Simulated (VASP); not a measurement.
SnC2: single point with PBE

The system is SnC2.

```xyz
3
Lattice="-2.0350 2.0350 3.2983 2.0350 -2.0350 3.2983 2.0350 2.0350 -3.2983" Properties=species:S:1:pos:R:3 pbc="T T T"
Sn    0.0000    0.0000    0.0000
C     0.0000    0.0000    3.9333
C     0.0000    0.0000    2.6633
```

```
Program             : VASP 6.6.1
Task                : single point
Functional          : PBE
Potentials or basis : VASP PAW PBE potentials, release 64 (Sn_d, C_h)
Cutoff              : 910 eV
k mesh              : 10 × 10 × 10
Occupations         : gaussian, width 0.02 eV
Spin                : no spin polarisation
```

The pressure is -0.1 GPa and the largest force is 0.019 eV/Å. The band gap on the k mesh is 0.95 eV (least direct gap 1.70 eV).

Forces on the atoms (eV/Å):
```
Sn   0.000  0.000  0.000
C    0.000  0.000 -0.019
C    0.000  0.000  0.019
```

Levels at points of the mesh, in eV from the valence-band top:
```
           k point  band 9  band 10  band 11  band 12  band 13  band 14
(0.00, 0.00, 0.00)   -3.15    -3.15    -0.23     2.86     2.86     3.03
(0.50, 0.00, 0.00)   -3.91    -3.01    -0.78     0.95     2.03     2.69
(0.50, 0.50, 0.00)   -5.49    -4.20    -0.90     1.11     3.96     4.16
(0.50, 0.50, 0.50)   -4.03    -4.03    -1.44     4.55     4.76     4.87
```

Run time: 3.1 min on 1 thread of AMD EPYC 9R45 96-Core Processor (Zen 5), on a shared host, peak memory 0.43 GiB.

Caveat: the cutoff is under 1.25 times the usual one of these potentials, so pressure, stress and relaxed cells hold a basis-set (Pulay) error; spin-orbit coupling is left out, which moves the levels of the heavy elements. A k mesh can miss the band edges.
